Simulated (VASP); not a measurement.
# BiTe (I4mm) in VASP: notebook

Runs on BiTe. Level: PBEsol. Tasks: single point.

All numbers are computed with VASP 6.6.1; they aren't measurements. Logs are shortened: lines on timing, memory, paths and dates and some standing lists are left out, and cuts for length are marked.

### Step 1. The cell of the first run

Symmetry: I4mm, No. 107, tetragonal system. Conventional cell: a = 4.575 Å, b = 4.575 Å, c = 6.470 Å, α = 90.00°, β = 90.00°, γ = 90.00°. Within 4.1 Å of Bi (site symmetry 4mm) lie 6 Te at 3.14 to 3.33 Å. Within 4.1 Å of Te (site symmetry 4mm) lie 6 Bi at 3.14 to 3.33 Å.

### Step 2. Single point, PBEsol

File INCAR:

```
PREC = Accurate
ENCUT = 520
EDIFF = 1E-6
ISMEAR = 0
SIGMA = 0.15
LREAL = False
LASPH = True
NELM = 80
ALGO = Normal
ISIF = 2
LWAVE = False
LCHARG = False
GGA = PS
NBANDS = 18
```

File KPOINTS:

```
regular mesh
0
Gamma
  14 14 14
```

File POSCAR:

```
BiTe
1.0
    0.0000000000      3.2350000000      3.2350000000
    3.2350000000      0.0000000000      3.2350000000
    3.2350000000      3.2350000000      0.0000000000
Bi Te
1 1
Direct
    0.0154559505      0.0154559505     -0.0154559505
    0.5000000000      0.5000000000      0.5000000000
```

Potentials or basis: VASP PAW PBE potentials, release 64 (Bi_d, Te).

The run is started by

```sh
> cat potpaw_PBE.64/Bi_d/POTCAR potpaw_PBE.64/Te/POTCAR > POTCAR
> mpirun -np 1 vasp_std > vasp.out
```

OUTCAR:

```text
PREC = Accurate
   ENCUT = 520
   EDIFF = 1E-6
   ISMEAR = 0
   LREAL = False
   LASPH = True
   NELM = 80
   ISIF = 2
   GGA = PS

 ion  position               nearest neighbor table
   1  0.015  0.015  0.985-   2 3.14   2 3.24   2 3.24   2 3.24   2 3.24   2 3.33
   2  0.500  0.500  0.500-   1 3.14   1 3.24   1 3.24   1 3.24   1 3.24   1 3.33

  LATTYP: Found a face centered cubic cell.
 ALAT       =     6.4700000000

  Lattice vectors:

 A1 = (   0.0000000000,   3.2350000000,   3.2350000000)
 A2 = (   3.2350000000,   0.0000000000,   3.2350000000)
 A3 = (   3.2350000000,   3.2350000000,   0.0000000000)

Analysis of symmetry for initial positions (statically):
=====================================================================
 Subroutine PRICEL returns:
 Original cell was already a primitive cell.

 Routine SETGRP: Setting up the symmetry group for a
 face centered cubic supercell.

 Subroutine GETGRP returns: Found  8 space group operations
 (whereof  8 operations were pure point group operations)
 out of a pool of 48 trial point group operations.

The static configuration has the point symmetry C_4v.

Analysis of symmetry for dynamics (positions and initial velocities):
=====================================================================
 Subroutine PRICEL returns:
 Original cell was already a primitive cell.

 Routine SETGRP: Setting up the symmetry group for a
 face centered cubic supercell.

 Subroutine GETGRP returns: Found  8 space group operations
 (whereof  8 operations were pure point group operations)
 out of a pool of 48 trial point group operations.

The dynamic configuration has the point symmetry C_4v.

 Subroutine INISYM returns: Found  8 space group operations
 (whereof  8 operations are pure point group operations),
 and found     1 'primitive' translations

----------------------------------------------------------------------------------------

                                     Primitive cell

  volume of cell :      67.7100

  direct lattice vectors                    reciprocal lattice vectors
     0.000000000  3.235000000  3.235000000    -0.154559505  0.154559505  0.154559505
     3.235000000  0.000000000  3.235000000     0.154559505 -0.154559505  0.154559505
     3.235000000  3.235000000  0.000000000     0.154559505  0.154559505 -0.154559505

  length of vectors
     4.574980874  4.574980874  4.574980874     0.267704916  0.267704916  0.267704916

  position of ions in fractional coordinates (direct lattice)
     0.015455950  0.015455950  0.984544050
     0.500000000  0.500000000  0.500000000

[... 77 lines left out ...]
   LREAL  =      F    real-space projection
   EDIFFG = 0.1E-04   stopping-criterion for IOM
   NSW    =      0    number of steps for IOM
   IBRION =     -1    ionic relax: 0-MD 1-quasi-New 2-CG
   NFREE  =      0    steps in history (QN), initial steepest desc. (CG)
   ISIF   =      2    stress and relaxation
   ISYM   =      2    0-nonsym 1-usesym 2-fastsym
   POTIM  = 0.5000    time-step for ionic-motion
   TEBEG  =    0.0;   TEEND  =   0.0 temperature during run
   PSTRESS=    0.0 pullay stress
   NELECT =      21.0000    total number of electrons
   NUPDOWN=      -1.0000    fix difference up-down
   EMIN   =  10.00;   EMAX   =-10.00  energy-range for DOS
   EFERMI =   0.00;   METHOD = LEGACY
   ISMEAR =     0;   SIGMA  =   0.15  broadening in eV -4-tet -1-fermi 0-gaus
   EFERMI_NEDOS =   21; number of points for ismear=-14 and -15
   IALGO  =     38    algorithm
   IMIX   =      4    mixing-type and parameters
     AMIX     =   0.40;   BMIX     =  1.00
     AMIX_MAG =   1.60;   BMIX_MAG =  1.00
  volume/ion in A,a.u.               =      33.86       228.46
  Fermi-wavevector in a.u.,A,eV,Ry     =   1.108146  2.094092 16.707785  1.227988
  Thomas-Fermi vector in A             =   2.244669
   LORBIT       =      0    0 simple, 1 ext, 2 COOP (PROOUT), +10 PAW based schemes
   GGA     = PS    functional components
   LHFCALC =     F    Hartree Fock is set to
   AEXX    =    0.0000 exact exchange contribution
   IVDW    =     0    specifies the selected vdW correction
   LEPSILON=     F    determine dielectric tensor
   LRPA    =     F    only Hartree local field effects (RPA)
 non-spin polarized calculation
 Gauss-broadening in eV      SIGMA  =   0.15
  energy-cutoff  :      520.00
  volume of cell :       67.71
 maximum number of plane-waves:      1845
 NGX is ok and might be reduce to    36
   NGX = 17   NGY = 17   NGZ = 17

 number of electron      21.0000000 magnetization

 Free energy of the ion-electron system (eV)
  ---------------------------------------------------
  ext. energy  EPLUGINS =         0.00000000
  ---------------------------------------------------
  free energy    TOTEN  =        -7.97072250 eV

  energy without entropy =       -7.95482383  energy(sigma->0) =       -7.96277317

 E-fermi :   6.5091     XC(G=0):  -9.5920

 val. band max:        6.4982129797   @ k =   0.2143  -0.3571   0.4286
 cond. band min:       6.5177005490   @ k =   0.1429  -0.3571   0.3571
 fundamental gap:      0.0194875694
 Fermi energy:         6.5091062881

 k-point     1 :       0.0000    0.0000    0.0000
  band No.  band energies     occupation
      1     -16.5719      2.00000
      2     -16.5654      2.00000
      3     -16.5649      2.00000
      4     -16.5649      2.00000
      5     -16.5610      2.00000
      6      -7.0552      2.00000
[... 481 lines left out ...]
      5     -16.5554      2.00000
      6      -5.3246      2.00000
[... 10 lines left out ...]
     17      15.1190      0.00000
     18      16.0919      0.00000

 [... further k-points ...]

------------------------ aborting loop because EDIFF is reached ----------------------------------------

  FORCE on cell =-STRESS in cart. coord.  units (eV):
  Direction    XX          YY          ZZ          XY          YZ          ZX
  --------------------------------------------------------------------------------------
  -------------------------------------------------------------------------------------
  Total       -0.6936564     -0.6936564     -0.5914026      0.0000000     -0.0000000      0.0000000
  in kB      -16.4135362    -16.4135362    -13.9939706      0.0000000     -0.0000000      0.0000000
  external PRESSURE =     -15.6070143 kB  Pullay stress =       0.0000000 kB

 VOLUME and BASIS-vectors are now :
 -----------------------------------------------------------------------------
  energy-cutoff  :      520.00
  volume of cell :       67.71
      direct lattice vectors                 reciprocal lattice vectors
     0.000000000  3.235000000  3.235000000    -0.154559505  0.154559505  0.154559505
     3.235000000  0.000000000  3.235000000     0.154559505 -0.154559505  0.154559505
     3.235000000  3.235000000  0.000000000     0.154559505  0.154559505 -0.154559505

 POSITION                                       TOTAL-FORCE (eV/Angst)
 -----------------------------------------------------------------------------------
      3.23500      3.23500      0.10000         0.000000      0.000000     -0.234140
      3.23500      3.23500      3.23500         0.000000      0.000000      0.234140
 -----------------------------------------------------------------------------------
    total drift:                                0.000000      0.000000      0.000074

  FREE ENERGIE OF THE ION-ELECTRON SYSTEM (eV)
  ---------------------------------------------------
  free  energy   TOTEN  =        -7.9707225025 eV

  energy  without entropy=       -7.9548238325  energy(sigma->0) =       -7.96277317
```

stdout:

```text
POSCAR found type information on POSCAR BiTe
 POSCAR found :  2 types and       2 ions
 scaLAPACK will be used
 -----------------------------------------------------------------------------
|                                                                             |
|                                                                             |
|     You enforced a specific xc type in the INCAR file but a different       |
|     I HOPE YOU KNOW WHAT YOU ARE DOING!                                     |
|                                                                             |
 -----------------------------------------------------------------------------

 LDA part: xc-table for (Slater+PW92), standard interpolation
 POSCAR, INCAR and KPOINTS ok, starting setup
 FFT: planning ... GRIDC
 FFT: planning ... GRID_SOFT
 FFT: planning ... GRID
 WAVECAR not read
 entering main loop
```

It took 3.8 min on 1 thread of Intel Xeon Platinum 8488C (Sapphire Rapids), shared host; peak memory 0.43 GiB.

What came out:

```
Free energy            : -7.9707 eV
Pressure               : -1.6 GPa
Largest force          : 0.234 eV/Å
Band gap on the k mesh : zero (an odd number of electrons rules out a gap without spin polarisation)
```

Forces on the atoms (eV/Å):
```
Bi   0.000  0.000 -0.234
Te   0.000  0.000  0.234
```

Caveat: the cell differs from its parent crystal (all Bi atoms moved -0.100 Å, as atom 1 towards its neighbour atom 2 (Te) at 3.235 Å); the PAW data sets were made with another functional, which shifts forces and pressure a little; spin-orbit coupling is left out, which moves the levels of the heavy elements.

### Step 3. Single point, PBEsol

File INCAR:

```
SYSTEM = BiTe
  PREC = Accurate
  ENCUT = 520
  EDIFF = 1E-6
  ISMEAR = 0
  SIGMA = 0.15
  LREAL = .FALSE.
  LASPH = .TRUE.
  NELM = 100
  ALGO = Normal
  ISIF = 2
  LWAVE = .FALSE.
  LCHARG = .FALSE.
  GGA = PS
  NBANDS = 18
```

File KPOINTS:

```
regular mesh
0
G
  14 14 14
  0 0 0
```

POSCAR, as its differences from that of step 2:

```diff
@@ -8,3 +8,3 @@
 Direct
-    0.0154559505      0.0154559505     -0.0154559505
+   -0.0077279753     -0.0077279753      0.0077279753
     0.5000000000      0.5000000000      0.5000000000
```

Potentials or basis: VASP PAW PBE potentials, release 64 (Bi_d, Te).

The run is started by

```sh
> cat potpaw_PBE.64/Bi_d/POTCAR potpaw_PBE.64/Te/POTCAR > POTCAR
> mpirun -np 1 vasp_std > vasp.out
```

OUTCAR:

```text
SYSTEM = BiTe
   PREC = Accurate
   ENCUT = 520
   EDIFF = 1E-6
   ISMEAR = 0
   LREAL = .FALSE.
   LASPH = .TRUE.
   NELM = 100
   ISIF = 2
   GGA = PS

 ion  position               nearest neighbor table
   1  0.992  0.992  0.008-   2 3.18   2 3.24   2 3.24   2 3.24   2 3.24   2 3.29
   2  0.500  0.500  0.500-   1 3.18   1 3.24   1 3.24   1 3.24   1 3.24   1 3.29

  LATTYP: Found a face centered cubic cell.
 ALAT       =     6.4700000000

  Lattice vectors:

 A1 = (   0.0000000000,   3.2350000000,   3.2350000000)
 A2 = (   3.2350000000,   0.0000000000,   3.2350000000)
 A3 = (   3.2350000000,   3.2350000000,   0.0000000000)

Analysis of symmetry for initial positions (statically):
=====================================================================
 Subroutine PRICEL returns:
 Original cell was already a primitive cell.

 Routine SETGRP: Setting up the symmetry group for a
 face centered cubic supercell.

 Subroutine GETGRP returns: Found  8 space group operations
 (whereof  8 operations were pure point group operations)
 out of a pool of 48 trial point group operations.

The static configuration has the point symmetry C_4v.

Analysis of symmetry for dynamics (positions and initial velocities):
=====================================================================
 Subroutine PRICEL returns:
 Original cell was already a primitive cell.

 Routine SETGRP: Setting up the symmetry group for a
 face centered cubic supercell.

 Subroutine GETGRP returns: Found  8 space group operations
 (whereof  8 operations were pure point group operations)
 out of a pool of 48 trial point group operations.

The dynamic configuration has the point symmetry C_4v.

 Subroutine INISYM returns: Found  8 space group operations
 (whereof  8 operations are pure point group operations),
 and found     1 'primitive' translations

----------------------------------------------------------------------------------------

                                     Primitive cell

  volume of cell :      67.7100

[... 108 lines left out ...]
     AMIX_MAG =   1.60;   BMIX_MAG =  1.00
  volume/ion in A,a.u.               =      33.86       228.46
  Fermi-wavevector in a.u.,A,eV,Ry     =   1.108146  2.094092 16.707785  1.227988
  Thomas-Fermi vector in A             =   2.244669
   LORBIT       =      0    0 simple, 1 ext, 2 COOP (PROOUT), +10 PAW based schemes
   GGA     = PS    functional components
   LHFCALC =     F    Hartree Fock is set to
   AEXX    =    0.0000 exact exchange contribution
   IVDW    =     0    specifies the selected vdW correction
   LEPSILON=     F    determine dielectric tensor
   LRPA    =     F    only Hartree local field effects (RPA)
 non-spin polarized calculation
 Gauss-broadening in eV      SIGMA  =   0.15
  energy-cutoff  :      520.00
  volume of cell :       67.71
 maximum number of plane-waves:      1845
 NGX is ok and might be reduce to    36
   NGX = 17   NGY = 17   NGZ = 17

 number of electron      21.0000004 magnetization

 Free energy of the ion-electron system (eV)
  ---------------------------------------------------
  ext. energy  EPLUGINS =         0.00000000
  ---------------------------------------------------
  free energy    TOTEN  =        -7.97941019 eV

  energy without entropy =       -7.96328089  energy(sigma->0) =       -7.97134554

 E-fermi :   6.4958     XC(G=0):  -9.5931

 val. band max:        6.4939484661   @ k =   0.0000  -0.4286   0.1429
 cond. band min:       6.5280193435   @ k =  -0.4286   0.1429   0.0000
 fundamental gap:      0.0340708773
 Fermi energy:         6.4957839544

 k-point     1 :       0.0000    0.0000    0.0000
  band No.  band energies     occupation
      1     -16.5714      2.00000
      2     -16.5697      2.00000
      3     -16.5662      2.00000
      4     -16.5662      2.00000
      5     -16.5652      2.00000
      6      -7.0474      2.00000
[... 481 lines left out ...]
      5     -16.5589      2.00000
      6      -5.3016      2.00000
[... 10 lines left out ...]
     17      15.1186      0.00000
     18      16.0947      0.00000

 [... further k-points ...]

------------------------ aborting loop because EDIFF is reached ----------------------------------------

  FORCE on cell =-STRESS in cart. coord.  units (eV):
  Direction    XX          YY          ZZ          XY          YZ          ZX
  --------------------------------------------------------------------------------------
  -------------------------------------------------------------------------------------
  Total       -0.7215239     -0.7215239     -0.6960549      0.0000000      0.0000000      0.0000000
  in kB      -17.0729464    -17.0729464    -16.4702890      0.0000000      0.0000000      0.0000000
  external PRESSURE =     -16.8720606 kB  Pullay stress =       0.0000000 kB

 VOLUME and BASIS-vectors are now :
 -----------------------------------------------------------------------------
  energy-cutoff  :      520.00
  volume of cell :       67.71
      direct lattice vectors                 reciprocal lattice vectors
     0.000000000  3.235000000  3.235000000    -0.154559505  0.154559505  0.154559505
     3.235000000  0.000000000  3.235000000     0.154559505 -0.154559505  0.154559505
     3.235000000  3.235000000  0.000000000     0.154559505  0.154559505 -0.154559505

 POSITION                                       TOTAL-FORCE (eV/Angst)
 -----------------------------------------------------------------------------------
      3.23500      3.23500      6.42000         0.000000      0.000000      0.114541
      3.23500      3.23500      3.23500         0.000000      0.000000     -0.114541
 -----------------------------------------------------------------------------------
    total drift:                                0.000000      0.000000      0.000215

  FREE ENERGIE OF THE ION-ELECTRON SYSTEM (eV)
  ---------------------------------------------------
  free  energy   TOTEN  =        -7.9794101930 eV

  energy  without entropy=       -7.9632808910  energy(sigma->0) =       -7.97134554
```

OSZICAR:

```text
N       E                     dE             d eps       ncg     rms          rms(c)
DAV:   1     0.157353185523E+03    0.15735E+03   -0.98737E+03  8808   0.113E+03
DAV:   2     0.404243869019E+01   -0.15331E+03   -0.14931E+03  9326   0.305E+02
DAV:   3    -0.766272566943E+01   -0.11705E+02   -0.11552E+02 10792   0.888E+01
DAV:   4    -0.799376149583E+01   -0.33104E+00   -0.33009E+00 10784   0.158E+01
DAV:   5    -0.800732322924E+01   -0.13562E-01   -0.13561E-01 12096   0.305E+00    0.661E+00
DAV:   6    -0.797910352045E+01    0.28220E-01   -0.83841E-02 12574   0.193E+00    0.408E+00
DAV:   7    -0.797991029583E+01   -0.80678E-03   -0.24153E-02 10304   0.906E-01    0.487E-01
DAV:   8    -0.797935637117E+01    0.55392E-03   -0.41932E-03 11312   0.467E-01    0.959E-02
DAV:   9    -0.797941150801E+01   -0.55137E-04   -0.38715E-04  9836   0.121E-01    0.365E-02
DAV:  10    -0.797941198322E+01   -0.47521E-06   -0.14640E-05 11760   0.214E-02    0.261E-02
DAV:  11    -0.797941080424E+01    0.11790E-05   -0.27811E-06  9268   0.904E-03    0.650E-03
DAV:  12    -0.797941019302E+01    0.61122E-06   -0.46315E-07  5086   0.610E-03
   1 F= -.79794102E+01 E0= -.79713455E+01  d E =-.161293E-01
```

It took 3.9 min on 1 thread of Intel Xeon Platinum 8488C (Sapphire Rapids), shared host; peak memory 0.43 GiB.

What came out:

```
Free energy            : -7.9794 eV
Pressure               : -1.7 GPa
Largest force          : 0.115 eV/Å
Band gap on the k mesh : zero (an odd number of electrons rules out a gap without spin polarisation)
```

Forces in eV/Å, atoms in the order of the input:
```
Bi   0.000  0.000  0.115
Te   0.000  0.000 -0.115
```

Levels at points of the mesh, in eV from the Fermi level:
```
           k point  band 7  band 8  band 9  band 10  band 11  band 12  band 13  band 14
(0.00, 0.00, 0.00)   -8.15   -2.54   -2.53    -2.53     2.13     2.13     2.15     4.63
(0.50, 0.00, 0.00)  -11.25   -1.93   -1.91    -1.62    -0.86    -0.64    -0.62     7.22
(0.50, 0.50, 0.00)   -9.98   -5.67   -4.02    -4.02     2.17     3.59     3.59     4.95
(0.00, 0.50, 0.50)   -9.97   -5.68   -4.02    -4.01     2.14     3.59     3.61     4.95
```

Caveat: the cell differs from its parent crystal (all Bi atoms moved +0.050 Å, as atom 1 towards its neighbour atom 2 (Te) at 3.235 Å); the PAW data sets were made with another functional, which shifts forces and pressure a little; spin-orbit coupling is left out, which moves the levels of the heavy elements.
